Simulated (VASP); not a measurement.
# CsCl (Pm-3m) in VASP: notebook, part 2 of 2

VASP 6.6.1. Earlier steps stand in the parts before.

**3. Electric field gradients, PBEsol (35.39 Å³/atom)**

This run uses another cell than the first one, of 35.39 Å³/atom.

File INCAR:

```
ALGO = Normal ; EDIFF = 1E-8
ENCUT = 400 ; GGA = PS
GGA_COMPAT = F ; ISIF = 2
ISMEAR = -1 ; LASPH = T
LCHARG = F ; LEFG = T
LREAL = F ; LWAVE = F
NBANDS = 15 ; NELM = 120
PREC = Accurate ; SIGMA = 0.03
```

File KPOINTS:

```
k-points
0
Gamma
  6 6 6
```

File POSCAR:

```
CsCl
1.0
    4.1366977750      0.0000000000      0.0000000000
    0.0000000000      4.1366977750      0.0000000000
    0.0000000000      0.0000000000      4.1366977750
Cs Cl
1 1
Direct
    0.0000000000      0.0000000000      0.0000000000
    0.5000000000      0.5000000000      0.5000000000
```

Potentials or basis: VASP PAW PBE potentials, release 64 (Cs_sv, Cl).

The run is started by

```sh
cat potpaw_PBE.64/Cs_sv/POTCAR potpaw_PBE.64/Cl/POTCAR > POTCAR
mpirun -np 1 vasp_std > vasp.out
```

OUTCAR:

```text
EDIFF = 1E-8
   ENCUT = 400
   GGA = PS
   ISIF = 2
   ISMEAR = -1
   LASPH = T
   LREAL = F
   NELM = 120
   PREC = Accurate

 ion  position               nearest neighbor table
   1  0.000  0.000  0.000-
   2  0.500  0.500  0.500-

  LATTYP: Found a simple cubic cell.
 ALAT       =     4.1366977750

  Lattice vectors:

 A1 = (   4.1366977750,   0.0000000000,   0.0000000000)
 A2 = (   0.0000000000,   4.1366977750,   0.0000000000)
 A3 = (   0.0000000000,   0.0000000000,   4.1366977750)

Analysis of symmetry for initial positions (statically):
=====================================================================
 Subroutine PRICEL returns:
 Original cell was already a primitive cell.

 Routine SETGRP: Setting up the symmetry group for a
 simple cubic supercell.

 Subroutine GETGRP returns: Found 48 space group operations
 (whereof 48 operations were pure point group operations)
 out of a pool of 48 trial point group operations.

The static configuration has the point symmetry O_h .

Analysis of symmetry for dynamics (positions and initial velocities):
=====================================================================
 Subroutine PRICEL returns:
 Original cell was already a primitive cell.

 Routine SETGRP: Setting up the symmetry group for a
 simple cubic supercell.

 Subroutine GETGRP returns: Found 48 space group operations
 (whereof 48 operations were pure point group operations)
 out of a pool of 48 trial point group operations.

The dynamic configuration has the point symmetry O_h .

 Subroutine INISYM returns: Found 48 space group operations
 (whereof 48 operations are pure point group operations),
 and found     1 'primitive' translations

----------------------------------------------------------------------------------------

                                     Primitive cell

  volume of cell :      70.7883

  direct lattice vectors                    reciprocal lattice vectors
     4.136697775  0.000000000  0.000000000     0.241738714  0.000000000  0.000000000
     0.000000000  4.136697775  0.000000000     0.000000000  0.241738714  0.000000000
     0.000000000  0.000000000  4.136697775     0.000000000  0.000000000  0.241738714

  length of vectors
     4.136697775  4.136697775  4.136697775     0.241738714  0.241738714  0.241738714

  position of ions in fractional coordinates (direct lattice)
     0.000000000  0.000000000  0.000000000
     0.500000000  0.500000000  0.500000000

  ion indices of the primitive-cell ions
   primitive index   ion index
                 1           1
                 2           2

----------------------------------------------------------------------------------------

 KPOINTS: k-points

Automatic generation of k-mesh.
 Grid dimensions read from file:
 generate k-points for:    6    6    6

 Generating k-lattice:

  Cartesian coordinates                     Fractional coordinates (reciprocal lattice)
     0.040289786  0.000000000  0.000000000     0.166666667  0.000000000  0.000000000
[... 72 lines left out ...]
   IMIX   =      4    mixing-type and parameters
     AMIX     =   0.40;   BMIX     =  1.00
     AMIX_MAG =   1.60;   BMIX_MAG =  1.00
  volume/ion in A,a.u.               =      35.39       238.85
  Fermi-wavevector in a.u.,A,eV,Ry     =   0.997228  1.884487 13.530494  0.994463
  Thomas-Fermi vector in A             =   2.129370
   LORBIT       =      0    0 simple, 1 ext, 2 COOP (PROOUT), +10 PAW based schemes
   GGA     = PS    functional components
   LHFCALC =     F    Hartree Fock is set to
   AEXX    =    0.0000 exact exchange contribution
   IVDW    =     0    specifies the selected vdW correction
   LEPSILON=     F    determine dielectric tensor
   LRPA    =     F    only Hartree local field effects (RPA)
 non-spin polarized calculation
  energy-cutoff  :      400.00
  volume of cell :       70.79
 maximum number of plane-waves:      1328
 NGX is ok and might be reduce to    28
   NGX = 13   NGY = 13   NGZ = 13

 number of electron      16.0000002 magnetization

 Free energy of the ion-electron system (eV)
  ---------------------------------------------------
  ext. energy  EPLUGINS =         0.00000000
  ---------------------------------------------------
  free energy    TOTEN  =        -6.83878145 eV

  energy without entropy =       -6.83878145  energy(sigma->0) =       -6.83878145

 E-fermi :   0.1581     XC(G=0):  -8.4273

 val. band max:       -0.4631870660   @ k =   0.0000   0.0000   0.0000
 cond. band min:       4.5410192137   @ k =   0.0000   0.0000   0.0000
 fundamental gap:      5.0042062798
 Fermi energy:         0.1580635500

 k-point     1 :       0.0000    0.0000    0.0000
  band No.  band energies     occupation
      1     -19.8456      2.00000
      2     -12.6050      2.00000
      3      -6.3225      2.00000
      4      -6.3225      2.00000
      5      -6.3225      2.00000
      6      -0.4632      2.00000
      7      -0.4632      2.00000
      8      -0.4632      2.00000
      9       4.5410      0.00000
     10       4.8112      0.00000
     11       4.8112      0.00000
     12       9.5008      0.00000
     13       9.5008      0.00000
     14       9.5008      0.00000
[... 329 lines left out ...]
      2     -12.4366      2.00000
      3      -6.8536      2.00000
      4      -6.8536      2.00000
      5      -6.8536      2.00000
      6      -1.5708      2.00000
      7      -1.5708      2.00000
      8      -1.5708      2.00000
      9       7.9065      0.00000
     10       7.9065      0.00000
     11       7.9065      0.00000
     12       9.8451      0.00000
     13       9.8451      0.00000
     14       9.8451      0.00000
     15      11.9641      0.00000

------------------------ aborting loop because EDIFF is reached ----------------------------------------

  FORCE on cell =-STRESS in cart. coord.  units (eV):
  Direction    XX          YY          ZZ          XY          YZ          ZX
  --------------------------------------------------------------------------------------
  -------------------------------------------------------------------------------------
  Total       -0.3423394     -0.3423394     -0.3423394     -0.0000000     -0.0000000     -0.0000000
  in kB       -7.7482936     -7.7482936     -7.7482936     -0.0000000     -0.0000000     -0.0000000
  external PRESSURE =      -7.7482936 kB  Pullay stress =       0.0000000 kB

 VOLUME and BASIS-vectors are now :
 -----------------------------------------------------------------------------
  energy-cutoff  :      400.00
  volume of cell :       70.79
      direct lattice vectors                 reciprocal lattice vectors
     4.136697775  0.000000000  0.000000000     0.241738714  0.000000000  0.000000000
     0.000000000  4.136697775  0.000000000     0.000000000  0.241738714  0.000000000
     0.000000000  0.000000000  4.136697775     0.000000000  0.000000000  0.241738714

 POSITION                                       TOTAL-FORCE (eV/Angst)
 -----------------------------------------------------------------------------------
      0.00000      0.00000      0.00000         0.000000      0.000000      0.000000
      2.06835      2.06835      2.06835         0.000000      0.000000      0.000000
 -----------------------------------------------------------------------------------
    total drift:                                0.000000      0.000000      0.000000

  FREE ENERGIE OF THE ION-ELECTRON SYSTEM (eV)
  ---------------------------------------------------
  free  energy   TOTEN  =        -6.8387814505 eV

  energy  without entropy=       -6.8387814504  energy(sigma->0) =       -6.83878145

 Electric field gradients (V/A^2)
---------------------------------------------------------------------
 ion       V_xx      V_yy      V_zz      V_xy      V_xz      V_yz
---------------------------------------------------------------------
   1       0.000     0.000    -0.000     0.000     0.000    -0.000
   2      -0.000     0.000    -0.000    -0.000    -0.000    -0.000
---------------------------------------------------------------------

 Electric field gradients after diagonalization (V/A^2)
 (convention: |V_zz| > |V_xx| > |V_yy|)
----------------------------------------------------------------------
 ion       V_xx      V_yy      V_zz     asymmetry (V_yy - V_xx)/ V_zz
----------------------------------------------------------------------
   1       0.000     0.000    -0.000       0.186
   2       0.000    -0.000    -0.000       0.077
----------------------------------------------------------------------

           NMR quadrupolar parameters

 Cq : quadrupolar parameter    Cq=e*Q*V_zz/h
 eta: asymmetry parameters     (V_yy - V_xx)/ V_zz
 Q  : nuclear electric quadrupole moment in mb (millibarn)
----------------------------------------------------------------------
 ion       Cq(MHz)       eta       Q (mb)
----------------------------------------------------------------------
   1      -0.000       0.186       1.000
   2      -0.000       0.077       1.000
----------------------------------------------------------------------
```

It took 13 s on 1 thread of Intel Xeon Platinum 8259CL at 2.50GHz (Skylake/Cascade Lake), shared host; peak memory 0.16 GiB.

Results:

```
Free energy                             : -6.8388 eV
Pressure                                : -0.8 GPa
Band gap on the k mesh                  : 5.00 eV
Largest electric field gradient by atom : zero within the noise of the run
```

Caveat: the PAW data sets were made with another functional, which shifts forces and pressure a little; spin-orbit coupling is left out, which moves the levels of the heavy elements. A k mesh can miss the band edges.

**4. Electric field gradients, PBEsol (34.69 Å³/atom)**

This run uses another cell than the first one, of 34.69 Å³/atom.

File INCAR:

```
SYSTEM = CsCl
PREC = Accurate ; ENCUT = 400
EDIFF = 1E-8 ; ISMEAR = -1
SIGMA = 0.03 ; LREAL = .False.
LASPH = .True. ; NELM = 120
ALGO = Normal ; ISIF = 2
LWAVE = .False. ; LCHARG = .False.
GGA = PS ; LEFG = .True.
NBANDS = 15 ; GGA_COMPAT = .False.
```

File KPOINTS:

```
Automatic mesh
0
Gamma
  6 6 6
  0 0 0
```

File POSCAR:

```
CsCl
1.0
    4.1092105993      0.0000000000      0.0000000000
    0.0000000000      4.1092105993      0.0000000000
    0.0000000000      0.0000000000      4.1092105993
Cs Cl
1 1
Direct
    0.0000000000      0.0000000000      0.0000000000
    0.5000000000      0.5000000000      0.5000000000
```

Potentials or basis: VASP PAW PBE potentials, release 64 (Cs_sv, Cl).

The run is started by

```sh
cat potpaw_PBE.64/Cs_sv/POTCAR potpaw_PBE.64/Cl/POTCAR > POTCAR
mpirun -np 1 vasp_std > vasp.out
```

OUTCAR:

```text
SYSTEM = CsCl
   PREC = Accurate
   ENCUT = 400
   EDIFF = 1E-8
   ISMEAR = -1
   LREAL = .False.
   LASPH = .True.
   NELM = 120
   ISIF = 2
   GGA = PS

 ion  position               nearest neighbor table
   1  0.000  0.000  0.000-
   2  0.500  0.500  0.500-

  LATTYP: Found a simple cubic cell.
 ALAT       =     4.1092105993

  Lattice vectors:

 A1 = (   4.1092105993,   0.0000000000,   0.0000000000)
 A2 = (   0.0000000000,   4.1092105993,   0.0000000000)
 A3 = (   0.0000000000,   0.0000000000,   4.1092105993)

Analysis of symmetry for initial positions (statically):
=====================================================================
 Subroutine PRICEL returns:
 Original cell was already a primitive cell.

 Routine SETGRP: Setting up the symmetry group for a
 simple cubic supercell.

 Subroutine GETGRP returns: Found 48 space group operations
[... 539 lines left out ...]
  energy-cutoff  :      400.00
  volume of cell :       69.39
      direct lattice vectors                 reciprocal lattice vectors
     4.109210599  0.000000000  0.000000000     0.243355743  0.000000000  0.000000000
     0.000000000  4.109210599  0.000000000     0.000000000  0.243355743  0.000000000
     0.000000000  0.000000000  4.109210599     0.000000000  0.000000000  0.243355743

 POSITION                                       TOTAL-FORCE (eV/Angst)
 -----------------------------------------------------------------------------------
      0.00000      0.00000      0.00000         0.000000      0.000000      0.000000
      2.05461      2.05461      2.05461         0.000000      0.000000      0.000000
 -----------------------------------------------------------------------------------
    total drift:                                0.000000      0.000000      0.000000

  FREE ENERGIE OF THE ION-ELECTRON SYSTEM (eV)
  ---------------------------------------------------
  free  energy   TOTEN  =        -6.8439265333 eV

  energy  without entropy=       -6.8439265333  energy(sigma->0) =       -6.84392653

 Electric field gradients (V/A^2)
---------------------------------------------------------------------
 ion       V_xx      V_yy      V_zz      V_xy      V_xz      V_yz
---------------------------------------------------------------------
   1      -0.000    -0.000    -0.000    -0.000     0.000    -0.000
   2      -0.000    -0.000     0.000     0.000     0.000     0.000
---------------------------------------------------------------------

 Electric field gradients after diagonalization (V/A^2)
 (convention: |V_zz| > |V_xx| > |V_yy|)
----------------------------------------------------------------------
 ion       V_xx      V_yy      V_zz     asymmetry (V_yy - V_xx)/ V_zz
----------------------------------------------------------------------
   1      -0.000    -0.000    -0.000      -0.061
   2      -0.000     0.000    -0.000      -1.235
----------------------------------------------------------------------

           NMR quadrupolar parameters

 Cq : quadrupolar parameter    Cq=e*Q*V_zz/h
 eta: asymmetry parameters     (V_yy - V_xx)/ V_zz
 Q  : nuclear electric quadrupole moment in mb (millibarn)
----------------------------------------------------------------------
 ion       Cq(MHz)       eta       Q (mb)
----------------------------------------------------------------------
   1      -0.000      -0.061       1.000
   2      -0.000      -1.235       1.000
----------------------------------------------------------------------
```

OSZICAR:

```text
N       E                     dE             d eps       ncg     rms          rms(c)
DAV:   1     0.830971818891E+02    0.83097E+02   -0.59870E+03   600   0.763E+02
DAV:   2    -0.996726068725E+00   -0.84094E+02   -0.77694E+02   904   0.148E+02
DAV:   3    -0.714850146348E+01   -0.61518E+01   -0.61282E+01   782   0.440E+01
DAV:   4    -0.720136008180E+01   -0.52859E-01   -0.52854E-01   740   0.516E+00
DAV:   5    -0.720195523161E+01   -0.59515E-03   -0.59514E-03   810   0.538E-01    0.210E+00
DAV:   6    -0.688592914795E+01    0.31603E+00   -0.34066E-01   754   0.341E+00    0.142E+00
DAV:   7    -0.684541631628E+01    0.40513E-01   -0.11499E-01   782   0.185E+00    0.916E-01
DAV:   8    -0.684403111519E+01    0.13852E-02   -0.15151E-02   712   0.749E-01    0.170E-01
DAV:   9    -0.684381571464E+01    0.21540E-03   -0.20232E-03   782   0.250E-01    0.849E-02
DAV:  10    -0.684391942328E+01   -0.10371E-03   -0.24498E-04   691   0.107E-01    0.124E-02
DAV:  11    -0.684392728654E+01   -0.78633E-05   -0.23575E-05   740   0.300E-02    0.118E-02
DAV:  12    -0.684392663994E+01    0.64660E-06   -0.75721E-06   747   0.158E-02    0.363E-03
DAV:  13    -0.684392655642E+01    0.83525E-07   -0.30479E-07   705   0.329E-03    0.201E-03
DAV:  14    -0.684392654275E+01    0.13670E-07   -0.12812E-07   754   0.196E-03    0.115E-04
DAV:  15    -0.684392653332E+01    0.94296E-08   -0.28898E-09   405   0.360E-04
   1 F= -.68439265E+01 E0= -.68439265E+01  d E =-.219135E-11
```

Wall time 15 s (1 thread of Intel Xeon Platinum 8259CL at 2.50GHz (Skylake/Cascade Lake), shared host); peak memory 0.15 GiB.

What came out:

```yaml
Free_energy: -6.8439 eV
Pressure: -0.5 GPa
Band_gap_on_the_k_mesh: 5.09 eV
Largest_electric_field_gradient_by_atom: zero within the noise of the run
```

Caveat: the PAW data sets were made with another functional, which shifts forces and pressure a little; spin-orbit coupling is left out, which moves the levels of the heavy elements.

**5. Overview**

| cell | gap on the mesh (eV) | pressure (GPa) |
| --- | --- | --- |
| a = 4.095 Å, 2 atoms | 5.14 | -0.3 |
| a = 4.137 Å, 2 atoms | 5.00 | -0.8 |
| a = 4.109 Å, 2 atoms | 5.09 | -0.5 |

Alike in all rows: task electric field gradients; level PBEsol; potentials or basis VASP PAW PBE potentials, release 64 (Cs_sv, Cl); no spin polarisation; k mesh 6 × 6 × 6; cutoff (eV) 400; smearing fermi-dirac 0.03 eV.

Caveats: the PAW data sets were made with another functional, which shifts forces and pressure a little; spin-orbit coupling is left out, which moves the levels of the heavy elements.

Total energies depend on the potentials used, so only differences within one code and one set of settings carry meaning.
